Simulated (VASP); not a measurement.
# CdTe (Pm-3m) in VASP: further runs

Runs on CdTe. Level: PBE+D3(BJ). Tasks: phonons.

Program: VASP 6.6.1. These are calculated values, not measurements. Logs are shortened: lines on timing, memory, paths and dates and some standing lists are left out, and cuts for length are marked.

## 1. The cell of the first run

The structure is cubic, space group Pm-3m (No. 221). The conventional cell has a = 3.647 Å, b = 3.647 Å, c = 3.647 Å, α = 90.00°, β = 90.00°, γ = 90.00°. Within 4.2 Å of Cd (site symmetry m-3m) lie 8 Te at 3.16 Å and 6 Cd at 3.65 Å. Te (site symmetry m-3m) has 8 Cd at 3.16 Å and 6 Te at 3.65 Å within 4.2 Å.

## 2. Phonons, PBE+D3(BJ)

File INCAR:

```
SYSTEM = CdTe
PREC     = Accurate       ! precision mode
ENCUT    = 520            ! plane-wave cutoff, eV
EDIFF    = 1E-8           ! SCF threshold, eV
ISMEAR   = -1             ! smearing method
SIGMA    = 0.15           ! smearing width, eV
LREAL    = .False.        ! projectors in reciprocal space
LASPH    = .True.         ! aspherical terms in the spheres
NELM     = 100            ! most SCF steps
ALGO     = Normal         ! electronic algorithm
ISIF     = 2              ! what is computed and relaxed
LWAVE    = .False.        ! write WAVECAR
LCHARG   = .False.        ! write CHGCAR
GGA      = PE             ! functional
IVDW     = 12             ! dispersion correction
IBRION   = 6              ! ionic algorithm
NFREE    = 2            
POTIM    = 0.015          ! step
NSW      = 1              ! ionic steps
```

File KPOINTS:

```
regular mesh
0
Gamma
  12 12 12
  0 0 0
```

File POSCAR:

```
CdTe
1.0
    3.6474000000      0.0000000000      0.0000000000
    0.0000000000      3.6474000000      0.0000000000
    0.0000000000      0.0000000000      3.6474000000
Cd Te
1 1
Direct
    0.0000000000      0.0000000000      0.0000000000
    0.5000000000      0.5000000000      0.5000000000
```

Potentials or basis: VASP PAW PBE potentials, release 64 (Cd, Te).

Launch:

```sh
> cat potpaw_PBE.64/Cd/POTCAR potpaw_PBE.64/Te/POTCAR > POTCAR
> mpirun -np 1 vasp_std > vasp.out
```

OUTCAR:

```text
SYSTEM = CdTe
   PREC = Accurate
   ENCUT = 520
   EDIFF = 1E-8
   ISMEAR = -1
   LREAL = .False.
   LASPH = .True.
   NELM = 100
   ISIF = 2
   GGA = PE
   IVDW = 12
   IBRION = 6
   NFREE = 2
   POTIM = 0.015
   NSW = 1
 IVDW          = 12

 ion  position               nearest neighbor table
   1  0.000  0.000  0.000-   2 3.16   2 3.16   2 3.16   2 3.16   2 3.16   2 3.16   2 3.16   2 3.16

   2  0.500  0.500  0.500-   1 3.16   1 3.16   1 3.16   1 3.16   1 3.16   1 3.16   1 3.16   1 3.16

  LATTYP: Found a simple cubic cell.
 ALAT       =     3.6474000000

  Lattice vectors:

 A1 = (   3.6474000000,   0.0000000000,   0.0000000000)
 A2 = (   0.0000000000,   3.6474000000,   0.0000000000)
 A3 = (   0.0000000000,   0.0000000000,   3.6474000000)

Analysis of symmetry for initial positions (statically):
=====================================================================
 Subroutine PRICEL returns:
 Original cell was already a primitive cell.

 Routine SETGRP: Setting up the symmetry group for a
 simple cubic supercell.

 Subroutine GETGRP returns: Found 48 space group operations
 (whereof 48 operations were pure point group operations)
 out of a pool of 48 trial point group operations.

The static configuration has the point symmetry O_h .

Analysis of symmetry for dynamics (positions and initial velocities):
=====================================================================
 Subroutine PRICEL returns:
 Original cell was already a primitive cell.

 Routine SETGRP: Setting up the symmetry group for a
 simple cubic supercell.

 Subroutine GETGRP returns: Found 48 space group operations
 (whereof 48 operations were pure point group operations)
 out of a pool of 48 trial point group operations.

The dynamic configuration has the point symmetry O_h .

 Subroutine INISYM returns: Found 48 space group operations
 (whereof 48 operations are pure point group operations),
 and found     1 'primitive' translations

----------------------------------------------------------------------------------------

                                     Primitive cell

  volume of cell :      48.5233

  direct lattice vectors                    reciprocal lattice vectors
     3.647400000  0.000000000  0.000000000     0.274167900  0.000000000  0.000000000
     0.000000000  3.647400000  0.000000000     0.000000000  0.274167900  0.000000000
     0.000000000  0.000000000  3.647400000     0.000000000  0.000000000  0.274167900

  length of vectors
     3.647400000  3.647400000  3.647400000     0.274167900  0.274167900  0.274167900

  position of ions in fractional coordinates (direct lattice)
     0.000000000  0.000000000  0.000000000
     0.500000000  0.500000000  0.500000000

  ion indices of the primitive-cell ions
   primitive index   ion index
                 1           1
                 2           2

----------------------------------------------------------------------------------------

 KPOINTS: regular mesh

Automatic generation of k-mesh.
 Grid dimensions read from file:
 generate k-points for:   12   12   12

 Generating k-lattice:

  Cartesian coordinates                     Fractional coordinates (reciprocal lattice)
     0.022847325  0.000000000  0.000000000     0.083333333  0.000000000  0.000000000
     0.000000000  0.022847325  0.000000000     0.000000000  0.083333333  0.000000000
     0.000000000  0.000000000  0.022847325     0.000000000  0.000000000  0.083333333

  Length of vectors
     0.022847325  0.022847325  0.022847325

  Shift w.r.t. Gamma in fractional coordinates (k-lattice)
     0.000000000  0.000000000  0.000000000

 Subroutine IBZKPT returns following result:
 ===========================================

 Found     84 irreducible k-points:

 Following reciprocal coordinates:
            Coordinates               Weight
  0.000000  0.000000  0.000000      1.000000
  0.083333  0.000000  0.000000      6.000000
  0.166667  0.000000  0.000000      6.000000
  0.250000  0.000000  0.000000      6.000000
  0.333333  0.000000  0.000000      6.000000
  0.416667  0.000000  0.000000      6.000000
[... 16 lines left out ...]
  0.333333  0.333333  0.000000     12.000000
  0.416667  0.333333  0.000000     24.000000
 [... further k-points ...]
   k-points           NKPTS =     84   k-points in BZ     NKDIM =     84   number of bands    NBANDS=     13
   number of dos      NEDOS =    301   number of ions     NIONS =      2
   total plane-waves  NPLWV =  21952
   dimension x,y,z NGX =    28 NGY =   28 NGZ =   28
   dimension x,y,z NGXF=    56 NGYF=   56 NGZF=   56
   ions per type =               1   1
   NGX,Y,Z   is equivalent  to a cutoff of  12.76, 12.76, 12.76 a.u.
   NGXF,Y,Z  is equivalent  to a cutoff of  25.52, 25.52, 25.52 a.u.
 SYSTEM =  CdTe
   PREC   = accura    normal or accurate (medium, high low for compatibility)
   ISTART =      0    job   : 0-new  1-cont  2-samecut
   ICHARG =      2    charge: 1-file 2-atom 10-const
   ISPIN  =      1    spin polarized calculation?
   LNONCOLLINEAR =      F non collinear calculations
   LSORBIT =      F    spin-orbit coupling
   LASPH  =      T    aspherical Exc in radial PAW
   ENCUT  =  520.0 eV  38.22 Ry    6.18 a.u.   6.78  6.78  6.78*2*pi/ulx,y,z
   NELM   =    100;   NELMIN=  2; NELMDL= -5     # of ELM steps
   EDIFF  = 0.1E-07   stopping-criterion for ELM
   LREAL  =      F    real-space projection
   EDIFFG = 0.1E-06   stopping-criterion for IOM
   NSW    =     61    number of steps for IOM
   IBRION =      6    ionic relax: 0-MD 1-quasi-New 2-CG
   NFREE  =      2    steps in history (QN), initial steepest desc. (CG)
   ISIF   =      2    stress and relaxation
   ISYM   =      2    0-nonsym 1-usesym 2-fastsym
   POTIM  = 0.0150    time-step for ionic-motion
   TEBEG  =    0.0;   TEEND  =   0.0 temperature during run
   PSTRESS=    0.0 pullay stress
   NELECT =      18.0000    total number of electrons
   NUPDOWN=      -1.0000    fix difference up-down
   EMIN   =  10.00;   EMAX   =-10.00  energy-range for DOS
   EFERMI =   0.00;   METHOD = LEGACY
   ISMEAR =    -1;   SIGMA  =   0.15  broadening in eV -4-tet -1-fermi 0-gaus
   EFERMI_NEDOS =   21; number of points for ismear=-14 and -15
   IALGO  =     38    algorithm
   IMIX   =      4    mixing-type and parameters
     AMIX     =   0.40;   BMIX     =  1.00
     AMIX_MAG =   1.60;   BMIX_MAG =  1.00
  volume/ion in A,a.u.               =      24.26       163.73
  Fermi-wavevector in a.u.,A,eV,Ry     =   1.176293  2.222872 18.825916  1.383666
  Thomas-Fermi vector in A             =   2.312660
   LORBIT       =      0    0 simple, 1 ext, 2 COOP (PROOUT), +10 PAW based schemes
   GGA     = PE    functional components
   LHFCALC =     F    Hartree Fock is set to
   AEXX    =    0.0000 exact exchange contribution
   IVDW    =    12    specifies the selected vdW correction
   LEPSILON=     F    determine dielectric tensor
   LRPA    =     F    only Hartree local field effects (RPA)
 finite differences with symmetry
 non-spin polarized calculation
  energy-cutoff  :      520.00
  volume of cell :       48.52
 maximum number of plane-waves:      1332
 NGX is ok and might be reduce to    28
   NGX = 13   NGY = 13   NGZ = 13

--------------------------------------- Ionic step        1  -------------------------------------------

 number of electron      18.0000009 magnetization

 Free energy of the ion-electron system (eV)
  ---------------------------------------------------
  ext. energy  EPLUGINS =         0.00000000
  ---------------------------------------------------
  free energy    TOTEN  =        -3.67653042 eV

  energy without entropy =       -3.58545711  energy(sigma->0) =       -3.63099377

------------------------ aborting loop because EDIFF is reached ----------------------------------------

 Edisp (eV)   -0.98404

 E8    (eV) :    -0.4428
[... 151 lines left out ...]
--------------------------------------- Ionic step        5  -------------------------------------------

 number of electron      18.0000009 magnetization

 Free energy of the ion-electron system (eV)
  ---------------------------------------------------
  ext. energy  EPLUGINS =         0.00000000
  ---------------------------------------------------
  free energy    TOTEN  =        -3.67634914 eV

  energy without entropy =       -3.58527268  energy(sigma->0) =       -3.63081091

 E-fermi :   5.9594     XC(G=0): -10.6154

 val. band max:        5.9219853782   @ k =   0.0000   0.3333   0.0000
 cond. band min:       5.9629502442   @ k =   0.3333   0.3333   0.0833
 fundamental gap:      0.0409648660
 Fermi energy:         5.9594347348

 k-point     1 :       0.0000    0.0000    0.0000
  band No.  band energies     occupation
      1      -6.9821      2.00000
      2      -2.8549      2.00000
      3      -2.8548      2.00000
      4      -2.5042      2.00000
      5      -2.5042      2.00000
      6      -2.5042      2.00000
      7       4.8089      1.99907
      8       4.8089      1.99907
      9       4.8091      1.99907
     10       5.1713      1.98960
     11      10.7510      0.00000
     12      10.7519      0.00000
     13      16.2080      0.00000
[... 354 lines left out ...]
  band No.  band energies     occupation
      1      -5.4517      2.00000
      2      -2.7402      2.00000
      3      -2.6324      2.00000
      4      -2.5906      2.00000
      5      -2.4607      2.00000
      6      -2.3256      2.00000
      7       0.6537      2.00000
      8       1.9539      2.00000
      9       5.4772      1.92277
     10       6.6162      0.02478
     11      11.1942      0.00000
     12      12.9359      0.00000
     13      12.9472      0.00000

 [... further k-points ...]

------------------------ aborting loop because EDIFF is reached ----------------------------------------

 Edisp (eV)   -0.98404

 E8    (eV) :    -0.4428
[... 25 lines left out ...]
  FREE ENERGIE OF THE ION-ELECTRON SYSTEM (eV)
  ---------------------------------------------------
  free  energy   TOTEN  =        -4.6603891745 eV

  energy  without entropy=       -4.5693127132  energy(sigma->0) =       -4.61485094

 INTERNAL STRAIN TENSORS FROM DISPLACED ATOMS
 ============================================

 INTERNAL STRAIN TENSOR FOR ION    1 for displacements in x,y,z  (eV/Angst):
          X           Y           Z          XY          YZ          ZX
  --------------------------------------------------------------------------------
  x     0.00000     0.00000     0.00000     0.00000     0.00000     0.00000
  y     0.00000     0.00000     0.00000     0.00000     0.00000     0.00000
  z     0.00000     0.00000     0.00000     0.00000     0.00000     0.00000

 INTERNAL STRAIN TENSOR FOR ION    2 for displacements in x,y,z  (eV/Angst):
          X           Y           Z          XY          YZ          ZX
  --------------------------------------------------------------------------------
  x     0.00000     0.00000     0.00000     0.00000     0.00000     0.00000
  y     0.00000     0.00000     0.00000     0.00000     0.00000     0.00000
  z     0.00000     0.00000     0.00000     0.00000     0.00000     0.00000

 Eigenvectors and eigenvalues of the dynamical matrix
 ----------------------------------------------------

   1 f  =    2.574970 THz    16.179015 2PiTHz   85.891760 cm-1    10.649216 meV
             X         Y         Z           dx          dy          dz
      0.000000  0.000000  0.000000     0.429808    0.592277    0.000000
      1.823700  1.823700  1.823700    -0.400280   -0.551588   -0.000000
[... 21 lines left out ...]
   6 f/i=    0.010024 THz     0.062980 2PiTHz    0.334352 cm-1     0.041454 meV
             X         Y         Z           dx          dy          dz
      0.000000  0.000000  0.000000    -0.650732   -0.167645    0.113654
      1.823700  1.823700  1.823700    -0.698734   -0.180012    0.122038

 ELASTIC MODULI CONTR FROM IONIC RELAXATION (kBar)
 Direction    XX          YY          ZZ          XY          YZ          ZX
 --------------------------------------------------------------------------------
 XX           0.0000      0.0000      0.0000      0.0000      0.0000      0.0000
 YY           0.0000      0.0000      0.0000      0.0000      0.0000      0.0000
 ZZ           0.0000      0.0000      0.0000      0.0000      0.0000      0.0000
 XY           0.0000      0.0000      0.0000      0.0000      0.0000      0.0000
 YZ           0.0000      0.0000      0.0000      0.0000      0.0000      0.0000
 ZX           0.0000      0.0000      0.0000      0.0000      0.0000      0.0000
 --------------------------------------------------------------------------------
```

Run time: 2.6 min. Hardware: 1 thread of Intel Xeon Platinum 8488C (Sapphire Rapids), shared host; peak memory 0.35 GiB.

What came out:

```
Highest phonon frequency at Γ, LO-TO splitting left out : 86 cm⁻¹
Dispersion energy per atom                              : -0.492 eV
```

Phonon frequencies in cm⁻¹ (negative: imaginary):
| q point | frequencies |
| --- | --- |
| (0.000, 0.000, 0.000) | 0 0 0 86 86 86 |

Caveat: the cell stands under pressure or tension, which shifts response properties; spin-orbit coupling is left out, which moves the levels of the heavy elements.

## 3. Phonons, PBE+D3(BJ)

This run uses another cell than the first one, of 25.54 Å³/atom.

File INCAR:

```
SYSTEM = CdTe
ALGO     = Normal         ! electronic algorithm
EDIFF    = 1E-8           ! SCF threshold, eV
ENCUT    = 520            ! plane-wave cutoff, eV
GGA      = PE             ! functional
IBRION   = 6              ! ionic algorithm
ISIF     = 2              ! what is computed and relaxed
ISMEAR   = -1             ! smearing method
IVDW     = 12             ! dispersion correction
LASPH    = .TRUE.         ! aspherical terms in the spheres
LCHARG   = .FALSE.        ! write CHGCAR
LREAL    = .FALSE.        ! projectors in reciprocal space
LWAVE    = .FALSE.        ! write WAVECAR
NELM     = 80             ! most SCF steps
NFREE    = 2            
NSW      = 1              ! ionic steps
POTIM    = 0.015          ! step
PREC     = Accurate       ! precision mode
SIGMA    = 0.15           ! smearing width, eV
```

File KPOINTS:

```
k-points
0
G
  12 12 12
  0 0 0
```

File POSCAR:

```
CdTe
1.0
    3.7103000000      0.0000000000      0.0000000000
    0.0000000000      3.7103000000      0.0000000000
    0.0000000000      0.0000000000      3.7103000000
Cd Te
1 1
Direct
    0.0000000000      0.0000000000      0.0000000000
    0.5000000000      0.5000000000      0.5000000000
```

Potentials or basis: VASP PAW PBE potentials, release 64 (Cd, Te).

Launch:

```sh
> cat potpaw_PBE.64/Cd/POTCAR potpaw_PBE.64/Te/POTCAR > POTCAR
> mpirun -np 1 vasp_std > vasp.out
```

OUTCAR:

```text
SYSTEM = CdTe
   EDIFF = 1E-8
   ENCUT = 520
   GGA = PE
   IBRION = 6
   ISIF = 2
   ISMEAR = -1
   IVDW = 12
   LASPH = .TRUE.
   LREAL = .FALSE.
   NELM = 80
   NFREE = 2
   NSW = 1
   POTIM = 0.015
   PREC = Accurate
 IVDW          = 12

 ion  position               nearest neighbor table
   1  0.000  0.000  0.000-   2 3.21   2 3.21   2 3.21   2 3.21   2 3.21   2 3.21   2 3.21   2 3.21

   2  0.500  0.500  0.500-   1 3.21   1 3.21   1 3.21   1 3.21   1 3.21   1 3.21   1 3.21   1 3.21

  LATTYP: Found a simple cubic cell.
 ALAT       =     3.7103000000

  Lattice vectors:

 A1 = (   3.7103000000,   0.0000000000,   0.0000000000)
 A2 = (   0.0000000000,   3.7103000000,   0.0000000000)
 A3 = (   0.0000000000,   0.0000000000,   3.7103000000)

Analysis of symmetry for initial positions (statically):
[... 727 lines left out ...]
      7       0.3475      2.00000
      8       1.6016      2.00000
      9       4.9556      1.88070
     10       5.9662      0.03669
     11      10.5051      0.00000
     12      12.1823      0.00000
     13      12.2554      0.00000

 [... further k-points ...]

------------------------ aborting loop because EDIFF is reached ----------------------------------------

 Edisp (eV)   -0.93564

 E8    (eV) :    -0.4217
[... 25 lines left out ...]
  FREE ENERGIE OF THE ION-ELECTRON SYSTEM (eV)
  ---------------------------------------------------
  free  energy   TOTEN  =        -4.6937815238 eV

  energy  without entropy=       -4.5957432592  energy(sigma->0) =       -4.64476239

 INTERNAL STRAIN TENSORS FROM DISPLACED ATOMS
 ============================================

 INTERNAL STRAIN TENSOR FOR ION    1 for displacements in x,y,z  (eV/Angst):
          X           Y           Z          XY          YZ          ZX
  --------------------------------------------------------------------------------
  x     0.00000     0.00000     0.00000     0.00000     0.00000     0.00000
  y     0.00000     0.00000     0.00000     0.00000     0.00000     0.00000
  z     0.00000     0.00000     0.00000     0.00000     0.00000     0.00000

 INTERNAL STRAIN TENSOR FOR ION    2 for displacements in x,y,z  (eV/Angst):
          X           Y           Z          XY          YZ          ZX
  --------------------------------------------------------------------------------
  x     0.00000     0.00000     0.00000     0.00000     0.00000     0.00000
  y     0.00000     0.00000     0.00000     0.00000     0.00000     0.00000
  z     0.00000     0.00000     0.00000     0.00000     0.00000     0.00000

 Eigenvectors and eigenvalues of the dynamical matrix
 ----------------------------------------------------

   1 f  =    2.089258 THz    13.127193 2PiTHz   69.690133 cm-1     8.640471 meV
             X         Y         Z           dx          dy          dz
      0.000000  0.000000  0.000000    -0.000000    0.730144    0.000000
      1.855150  1.855150  1.855150    -0.000000   -0.683294    0.000000
[... 21 lines left out ...]
   6 f/i=    0.003073 THz     0.019307 2PiTHz    0.102496 cm-1     0.012708 meV
             X         Y         Z           dx          dy          dz
      0.000000  0.000000  0.000000     0.683294    0.000000   -0.000000
      1.855150  1.855150  1.855150     0.730144   -0.000000    0.000000

 ELASTIC MODULI CONTR FROM IONIC RELAXATION (kBar)
 Direction    XX          YY          ZZ          XY          YZ          ZX
 --------------------------------------------------------------------------------
 XX           0.0000      0.0000      0.0000      0.0000      0.0000      0.0000
 YY           0.0000      0.0000      0.0000      0.0000      0.0000      0.0000
 ZZ           0.0000      0.0000      0.0000      0.0000      0.0000      0.0000
 XY           0.0000      0.0000      0.0000      0.0000      0.0000      0.0000
 YZ           0.0000      0.0000      0.0000      0.0000      0.0000      0.0000
 ZX           0.0000      0.0000      0.0000      0.0000      0.0000      0.0000
 --------------------------------------------------------------------------------
```

Run time: 2.8 min. Hardware: 1 thread of Intel Xeon Platinum 8488C (Sapphire Rapids), shared host; peak memory 0.35 GiB.

Results:

* Highest phonon frequency at Γ, LO-TO splitting left out: 70 cm⁻¹
* Dispersion energy per atom: -0.468 eV

Phonon frequencies in cm⁻¹ (negative: imaginary):
| q point | frequencies |
| --- | --- |
| (0.000, 0.000, 0.000) | 0 0 0 70 70 70 |

Caveat: spin-orbit coupling is left out, which moves the levels of the heavy elements.
